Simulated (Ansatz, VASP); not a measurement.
Two plane-wave programs on NbSi

```xyz
2
Lattice="3.1564 0.0000 0.0000 0.0000 3.1564 0.0000 0.0000 0.0000 3.1564" Properties=species:S:1:pos:R:3 pbc="T T T"
Nb    0.0000    0.0000    0.0000
Si    1.5782    1.5782    1.5782
```

Alike in both runs: functional PBE; k mesh 18 × 18 × 18; occupations gaussian, width 0.1 eV; no spin polarisation.

Ansatz relaxed the structure, and its values are those at the end. VASP's run is a single point on that final structure, the one shown.

|  | VASP | Ansatz |
| --- | --- | --- |
| version | VASP 6.6.1 | Ansatz 0.2.0 |
| potentials or method | VASP PAW PBE potentials, release 64 (Nb_sv, Si), cutoff 520 eV | scalar-relativistic, plane waves, PAW |
| valence electrons in the cell | 17 | 17 |

Ansatz gave:

```
gap on the k mesh at the Fermi level (eV) : none
pressure (GPa)                            : 0.0
```

Question: What did VASP give for the same quantities?

Answer: gap on the k mesh at the Fermi level (eV): none; pressure (GPa): -0.2.

A gap of «none» marks a metal or a gap that the smearing closes. With one functional, cell and mesh, what is left measures potentials, basis and numerics.
